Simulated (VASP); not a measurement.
Zn: single point with PBEsol

Zn:

```
Zn
1.0
     1.52844    1.52844    1.52844
    -1.52844    1.52844    1.52844
    -1.52844   -1.52844    1.52844
Zn
1
Direct
  0.00000 0.00000 0.00000
```

```yaml
Program: VASP 6.6.1
Task: single point
Functional: PBEsol
Potentials_or_basis: VASP PAW PBE potentials, release 64 (Zn)
Cutoff: 500 eV
k_mesh: 20 × 20 × 20
Occupations: gaussian, width 0.05 eV
Spin: no spin polarisation
Dipole_correction: no
Further_INCAR_settings: ALGO = Normal; EDIFF = 1e-06; NBANDS = 12
```

| Quantity | Value |
| --- | --- |
| Pressure | 0.5 GPa |
| Band gap on the k mesh | zero (band 6 reaches 7.79 eV, above the bottom of band 7 at 2.64 eV) |

Levels at points of the mesh, in eV from the Fermi level:
```
           k point  band 3  band 4  band 5  band 6  band 7  band 8  band 9  band 10
(0.00, 0.00, 0.00)   -8.06   -8.06   -7.48   -7.48   20.17   20.17   20.17    21.32
(0.50, 0.00, 0.00)   -7.51   -7.44   -7.10   -3.09   -0.95   11.81   13.10    15.83
(0.50, 0.50, 0.50)   -7.19   -7.19   -7.19    4.20    4.20    4.20    8.29     8.76
```

Wall time 25 s on 1 thread of Intel(R) Xeon(R) 6975P-C (Granite Rapids), with other jobs on the host, peak memory 0.15 GiB.

Caveat: the PAW data sets were made with another functional, which shifts forces and pressure a little.
